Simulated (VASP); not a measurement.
# Be (P6/mmm) in VASP: single point with PBEsol

Aim: the single point of Be with PBEsol.

Everything below comes from runs of VASP 6.6.1. Logs are shortened: lines on timing, memory, paths and dates and some standing lists are left out, and cuts for length are marked.

**1. The cell of the first run**

Symmetry: P6/mmm, No. 191, hexagonal system. Conventional cell: a = 2.811 Å, b = 2.811 Å, c = 2.591 Å, α = 90.00°, β = 90.00°, γ = 120.00°. Be (site symmetry 6/mmm) has 8 Be at 2.59 to 2.81 Å within 3.4 Å.

**2. Single point, PBEsol (Ba replaced by Be, lengths x 0.668, strained)**

Input file INCAR:

```
SYSTEM = Be
ALGO = Fast ; EDIFF = 1E-6
ENCUT = 520 ; GGA = PS
ISIF = 2 ; ISMEAR = 0
LASPH = .TRUE. ; LCHARG = .TRUE.
LELF = .TRUE. ; LREAL = .FALSE.
LVHAR = .TRUE. ; LWAVE = .FALSE.
NBANDS = 7 ; NELM = 80
PREC = Accurate ; SIGMA = 0.1
```

Input file KPOINTS:

```
k-points
0
G
  18 18 16
  0 0 0
```

Input file POSCAR:

```
Be
1.0
    2.8113050491      0.0000000000      0.0000000000
   -1.4056525246      2.4346615903      0.0000000000
    0.0000000000      0.0000000000      2.5908730546
Be
1
Direct
    0.0000000000      0.0000000000      0.0000000000
```

Potentials or basis: VASP PAW PBE potentials, release 64 (Be).

The run is started by

```console
$ cat potpaw_PBE.64/Be/POTCAR > POTCAR
$ mpirun -np 1 vasp_std > vasp.out
```

OUTCAR:

```text
SYSTEM = Be
   EDIFF = 1E-6
   ENCUT = 520
   GGA = PS
   ISIF = 2
   ISMEAR = 0
   LASPH = .TRUE.
   LREAL = .FALSE.
   NELM = 80
   PREC = Accurate

 ion  position               nearest neighbor table
   1  0.000  0.000  0.000-

  LATTYP: Found a hexagonal cell.
 ALAT       =     2.8113050491
 C/A-ratio  =     0.9215908659

  Lattice vectors:

 A1 = (   2.8113050491,   0.0000000000,   0.0000000000)
 A2 = (  -1.4056525246,   2.4346615903,   0.0000000000)
 A3 = (   0.0000000000,   0.0000000000,   2.5908730546)

Analysis of symmetry for initial positions (statically):
=====================================================================
 Subroutine PRICEL returns:
 Original cell was already a primitive cell.

 Routine SETGRP: Setting up the symmetry group for a
 hexagonal supercell.

 Subroutine GETGRP returns: Found 24 space group operations
 (whereof 24 operations were pure point group operations)
 out of a pool of 24 trial point group operations.

The static configuration has the point symmetry D_6h.

Analysis of symmetry for dynamics (positions and initial velocities):
=====================================================================
 Subroutine PRICEL returns:
 Original cell was already a primitive cell.

 Routine SETGRP: Setting up the symmetry group for a
 hexagonal supercell.

 Subroutine GETGRP returns: Found 24 space group operations
 (whereof 24 operations were pure point group operations)
 out of a pool of 24 trial point group operations.

The dynamic configuration has the point symmetry D_6h.

 Subroutine INISYM returns: Found 24 space group operations
 (whereof 24 operations are pure point group operations),
 and found     1 'primitive' translations

----------------------------------------------------------------------------------------

                                     Primitive cell

  volume of cell :      17.7334

  direct lattice vectors                    reciprocal lattice vectors
     2.811305049  0.000000000  0.000000000     0.355706685  0.205367350  0.000000000
    -1.405652525  2.434661590  0.000000000     0.000000000  0.410734701  0.000000000
     0.000000000  0.000000000  2.590873055     0.000000000  0.000000000  0.385970281

  length of vectors
     2.811305049  2.811305049  2.590873055     0.410734701  0.410734701  0.385970281

  position of ions in fractional coordinates (direct lattice)
     0.000000000  0.000000000  0.000000000

  ion indices of the primitive-cell ions
   primitive index   ion index
                 1           1

----------------------------------------------------------------------------------------

 KPOINTS: k-points

Automatic generation of k-mesh.
 Grid dimensions read from file:
 generate k-points for:   18   18   16

 Generating k-lattice:

  Cartesian coordinates                     Fractional coordinates (reciprocal lattice)
     0.019761483  0.011409297  0.000000000     0.055555556  0.000000000  0.000000000
     0.000000000  0.022818594  0.000000000     0.000000000  0.055555556  0.000000000
     0.000000000  0.000000000  0.024123143     0.000000000  0.000000000  0.062500000

  Length of vectors
     0.022818594  0.022818594  0.024123143

  Shift w.r.t. Gamma in fractional coordinates (k-lattice)
     0.000000000  0.000000000  0.000000000

 Subroutine IBZKPT returns following result:
 ===========================================

 Found    333 irreducible k-points:

 Following reciprocal coordinates:
            Coordinates               Weight
  0.000000  0.000000  0.000000      1.000000
  0.055556  0.000000  0.000000      6.000000
  0.111111  0.000000  0.000000      6.000000
  0.166667  0.000000  0.000000      6.000000
  0.222222 -0.000000  0.000000      6.000000
  0.277778  0.000000  0.000000      6.000000
[... 16 lines left out ...]
  0.333333  0.111111  0.000000     12.000000
  0.388889  0.111111  0.000000     12.000000
 [... further k-points ...]
   k-points           NKPTS =    333   k-points in BZ     NKDIM =    333   number of bands    NBANDS=      7
   number of dos      NEDOS =    301   number of ions     NIONS =      1
   total plane-waves  NPLWV =  11520
   dimension x,y,z NGX =    24 NGY =   24 NGZ =   20
   dimension x,y,z NGXF=    48 NGYF=   48 NGZF=   40
   ions per type =               1
   NGX,Y,Z   is equivalent  to a cutoff of  14.19, 14.19, 12.83 a.u.
   NGXF,Y,Z  is equivalent  to a cutoff of  28.38, 28.38, 25.67 a.u.
 SYSTEM =  Be
   PREC   = accura    normal or accurate (medium, high low for compatibility)
   ISTART =      0    job   : 0-new  1-cont  2-samecut
   ICHARG =      2    charge: 1-file 2-atom 10-const
   ISPIN  =      1    spin polarized calculation?
   LNONCOLLINEAR =      F non collinear calculations
   LSORBIT =      F    spin-orbit coupling
   LASPH  =      T    aspherical Exc in radial PAW
   ENCUT  =  520.0 eV  38.22 Ry    6.18 a.u.   5.23  5.23  4.82*2*pi/ulx,y,z
   NELM   =     80;   NELMIN=  2; NELMDL= -5     # of ELM steps
   EDIFF  = 0.1E-05   stopping-criterion for ELM
   LREAL  =      F    real-space projection
   EDIFFG = 0.1E-04   stopping-criterion for IOM
   NSW    =      0    number of steps for IOM
   IBRION =     -1    ionic relax: 0-MD 1-quasi-New 2-CG
   NFREE  =      0    steps in history (QN), initial steepest desc. (CG)
   ISIF   =      2    stress and relaxation
   ISYM   =      2    0-nonsym 1-usesym 2-fastsym
   POTIM  = 0.5000    time-step for ionic-motion
   TEBEG  =    0.0;   TEEND  =   0.0 temperature during run
   PSTRESS=    0.0 pullay stress
   NELECT =       2.0000    total number of electrons
   NUPDOWN=      -1.0000    fix difference up-down
   EMIN   =  10.00;   EMAX   =-10.00  energy-range for DOS
   EFERMI =   0.00;   METHOD = LEGACY
   ISMEAR =     0;   SIGMA  =   0.10  broadening in eV -4-tet -1-fermi 0-gaus
   EFERMI_NEDOS =   21; number of points for ismear=-14 and -15
   IALGO  =     68    algorithm
   IMIX   =      4    mixing-type and parameters
     AMIX     =   0.40;   BMIX     =  1.00
     AMIX_MAG =   1.60;   BMIX_MAG =  1.00
  volume/ion in A,a.u.               =      17.73       119.67
  Fermi-wavevector in a.u.,A,eV,Ry     =   0.790959  1.494696  8.512023  0.625616
  Thomas-Fermi vector in A             =   1.896404
   LORBIT       =      0    0 simple, 1 ext, 2 COOP (PROOUT), +10 PAW based schemes
   GGA     = PS    functional components
   LHFCALC =     F    Hartree Fock is set to
   AEXX    =    0.0000 exact exchange contribution
   IVDW    =     0    specifies the selected vdW correction
   LEPSILON=     F    determine dielectric tensor
   LRPA    =     F    only Hartree local field effects (RPA)
 non-spin polarized calculation
 RMM-DIIS sequential band-by-band and
 Gauss-broadening in eV      SIGMA  =   0.10
  energy-cutoff  :      520.00
  volume of cell :       17.73
 maximum number of plane-waves:       489
 NGX is ok and might be reduce to    24
   NGX = 11   NGY = 11   NGZ =  9

 number of electron       2.0000000 magnetization

 Free energy of the ion-electron system (eV)
  ---------------------------------------------------
  ext. energy  EPLUGINS =         0.00000000
  ---------------------------------------------------
  free energy    TOTEN  =        -2.44155338 eV

  energy without entropy =       -2.43933315  energy(sigma->0) =       -2.44044326

 E-fermi :   1.5927     XC(G=0):  -8.2242

 val. band max:        1.5820166084   @ k =   0.3333   0.2778   0.2500
 cond. band min:       1.5979819909   @ k =   0.1667   0.1111   0.4375
 fundamental gap:      0.0159653825
 Fermi energy:         1.5926927241

 k-point     1 :       0.0000    0.0000    0.0000
  band No.  band energies     occupation
      1      -5.4788      2.00000
      2      10.8959      0.00000
      3      11.4166      0.00000
      4      11.4166      0.00000
      5      16.1825      0.00000
      6      19.5664      0.00000
      7      19.5664      0.00000

 k-point     2 :       0.0556    0.0000    0.0000
  band No.  band energies     occupation
      1      -5.4123      2.00000
      2      10.9505      0.00000
      3      11.0168      0.00000
      4      11.2605      0.00000
      5      16.3954      0.00000
      6      18.5595      0.00000
      7      19.8661      0.00000

 k-point     3 :       0.1111    0.0000    0.0000
  band No.  band energies     occupation
      1      -5.2131      2.00000
      2       9.9924      0.00000
      3      10.8560      0.00000
      4      11.1121      0.00000
      5      16.5715      0.00000
      6      17.7074      0.00000
      7      20.6990      0.00000

 k-point     4 :       0.1667    0.0000    0.0000
  band No.  band energies     occupation
      1      -4.8813      2.00000
      2       8.6203      0.00000
      3      10.3297      0.00000
      4      11.3735      0.00000
      5      15.8883      0.00000
      6      18.1377      0.00000
      7      21.9318      0.00000

 k-point     5 :       0.2222   -0.0000    0.0000
  band No.  band energies     occupation
      1      -4.4175      2.00000
      2       7.0942      0.00000
      3       9.7865      0.00000
      4      11.7210      0.00000
      5      15.1765      0.00000
      6      18.8688      0.00000
      7      22.8101      0.00000

 k-point     6 :       0.2778    0.0000    0.0000
  band No.  band energies     occupation
      1      -3.8228      2.00000
      2       5.5343      0.00000
      3       9.2913      0.00000
      4      12.1317      0.00000
      5      14.6320      0.00000
      6      19.5728      0.00000
      7      23.1479      0.00000

 k-point     7 :       0.3333   -0.0000    0.0000
  band No.  band energies     occupation
      1      -3.0996      2.00000
      2       4.0133      0.00000
      3       8.8814      0.00000
      4      12.5681      0.00000
      5      14.2384      0.00000
      6      20.1820      0.00000
      7      23.4699      0.00000
[... 121 lines left out ...]
 k-point    20 :       0.1667    0.1111    0.0000
  band No.  band energies     occupation
      1      -4.2186      2.00000
      2       7.1722      0.00000
      3       8.3837      0.00000
      4      11.8643      0.00000
      5      16.5803      0.00000
      6      18.5045      0.00000
      7      21.5978      0.00000

 k-point    21 :       0.2222    0.1111    0.0000
  band No.  band energies     occupation
      1      -3.6238      2.00000
      2       5.6933      0.00000
      3       7.7703      0.00000
      4      12.2630      0.00000
      5      16.2755      0.00000
      6      19.4506      0.00000
      7      21.9701      0.00000

 k-point    22 :       0.2778    0.1111    0.0000
  band No.  band energies     occupation
      1      -2.9001      2.00000
      2       4.1932      0.00000
      3       7.3180      0.00000
      4      12.6846      0.00000
      5      16.0121      0.00000
      6      20.2413      0.00000
      7      22.5304      0.00000

 k-point    23 :       0.3333    0.1111    0.0000
  band No.  band energies     occupation
      1      -2.0537      2.00000
      2       2.7621      0.00000
      3       6.9987      0.00000
      4      13.0733      0.00000
      5      15.8164      0.00000
      6      20.7902      0.00000
      7      23.1172      0.00000

 k-point    24 :       0.3889    0.1111    0.0000
  band No.  band energies     occupation
      1      -1.1102      2.00000
      2       1.4585      1.94232
      3       6.8074      0.00000
      4      13.3561      0.00000
      5      15.6970      0.00000
      6      21.1280      0.00000
      7      23.3666      0.00000

 [... further k-points ...]

------------------------ aborting loop because EDIFF is reached ----------------------------------------

  FORCE on cell =-STRESS in cart. coord.  units (eV):
  Direction    XX          YY          ZZ          XY          YZ          ZX
  --------------------------------------------------------------------------------------
  -------------------------------------------------------------------------------------
  Total       -2.4330788     -2.4330788     -1.4174959      0.0000000      0.0000000      0.0000000
  in kB     -219.8234612   -219.8234612   -128.0677197      0.0000000      0.0000000      0.0000000
  external PRESSURE =    -189.2382140 kB  Pullay stress =       0.0000000 kB

 VOLUME and BASIS-vectors are now :
 -----------------------------------------------------------------------------
  energy-cutoff  :      520.00
  volume of cell :       17.73
      direct lattice vectors                 reciprocal lattice vectors
     2.811305049  0.000000000  0.000000000     0.355706685  0.205367350  0.000000000
    -1.405652525  2.434661590  0.000000000     0.000000000  0.410734701  0.000000000
     0.000000000  0.000000000  2.590873055     0.000000000  0.000000000  0.385970281

 POSITION                                       TOTAL-FORCE (eV/Angst)
 -----------------------------------------------------------------------------------
      0.00000      0.00000      0.00000         0.000000      0.000000      0.000000
 -----------------------------------------------------------------------------------
    total drift:                               -0.000000     -0.000000     -0.000000

  FREE ENERGIE OF THE ION-ELECTRON SYSTEM (eV)
  ---------------------------------------------------
  free  energy   TOTEN  =        -2.4415533757 eV

  energy  without entropy=       -2.4393331535  energy(sigma->0) =       -2.44044326
```

Wall time 21 s (1 thread of AMD EPYC 7R13 (Zen 3), shared host); peak memory 0.12 GiB.

What came out:

```
Free energy            : -2.4416 eV
Pressure               : -18.9 GPa
Band gap on the k mesh : zero (band 1 reaches 3.79 eV, above the bottom of band 2 at -0.47 eV)
```

Stress tensor (GPa, compression positive):
```
-21.98   0.00   0.00
  0.00 -21.98   0.00
  0.00   0.00 -12.81
```

Levels at points of the mesh, in eV from the Fermi level:
```
           k point  band 1  band 2  band 3  band 4  band 5
(0.00, 0.00, 0.00)   -7.07    9.30    9.82    9.82   14.59
(0.50, 0.00, 0.00)   -2.21   -1.14    6.74   11.79   12.18
(0.00, 0.00, 0.50)   -2.64   -2.07   11.75   11.75   18.33
(0.50, 0.00, 0.50)    1.22    1.41    4.40    6.31    9.16
```

Caveat: the cell differs from its parent crystal (Ba replaced by Be, lengths x 0.668, strained); the PAW data sets were made with another functional, which shifts forces and pressure a little.
